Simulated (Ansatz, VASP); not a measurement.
Y in VASP and in Ansatz

```
Y
1.0
     2.98854    0.00000    0.00000
    -1.49427    2.58815    0.00000
     0.00000    0.00000    2.82998
Y
1
Direct
  0.00000 0.00000 0.00000
```

Change from the starting cell: volume scaled by 0.65, norm-conserving files.

Alike in both runs: task single point; functional PBE; k mesh 14 × 14 × 13; occupations fermi-dirac, width 0.05 eV; no spin polarisation.

|  | VASP | Ansatz |
| --- | --- | --- |
| version | VASP 6.6.1 | Ansatz 0.2.0 |
| potentials or method | VASP PAW PBE potentials, release 64 (Y_sv) | norm-conserving pseudopotentials, scalar-relativistic |
| plane-wave cutoff (eV) | 520 | 980 |
| valence electrons in the cell | 11 | 11 |

```tsv
	VASP	Ansatz	Ansatz less VASP
pressure (GPa)	26.9	27.0	+0.13
traceless stress, the component that is largest in VASP (GPa)	0.09	-0.03	-0.123
```

The functional is the same, so the differences come from potentials, cutoffs and numerics.
